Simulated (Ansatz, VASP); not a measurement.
# B: VASP beside Ansatz

```
B
1.0
     2.92433    0.00000    0.00000
    -1.37667    5.59211    0.00000
    -0.02621   -1.07681    5.79656
B
12
Direct
  0.65329 0.61473 0.59962
  0.86738 0.07670 0.01162
  0.28718 0.91667 0.98315
  0.52167 0.36208 0.38898
  0.71592 0.86705 0.19026
  0.16570 0.65387 0.75281
  0.72776 0.89791 0.74003
  0.83979 0.94926 0.47412
  0.16089 0.62373 0.04516
  0.02803 0.36756 0.15777
  0.39819 0.08170 0.45051
  0.62714 0.56661 0.22198
```

Alike in both runs: task single point; functional PBE; dispersion D3(BJ); k mesh 6 × 4 × 4; occupations gaussian, width 0.1 eV; no spin polarisation.

|  | VASP | Ansatz |
| --- | --- | --- |
| version | VASP 6.6.1 | Ansatz 0.2.0 |
| potentials or method | VASP PAW PBE potentials, release 64 (B), cutoff 500 eV | scalar-relativistic, plane waves, PAW |
| valence electrons in the cell | 36 | 36 |

```csv
,VASP,Ansatz,Ansatz less VASP
gap on the k mesh at the Fermi level (eV),none,none,-
pressure (GPa),-1.8,-1.8,-0.04
"traceless stress, the component that is largest in VASP (GPa)",1.18,1.16,-0.012
rms of the force components (eV/Å),0.112,0.109,-0.0028
```

Atom by atom the forces differ by 0.005 eV/Å (rms over components). A gap of «none» marks a metal or a gap that the smearing closes.

The k mesh is coarse, so the values compare programs but aren't converged.
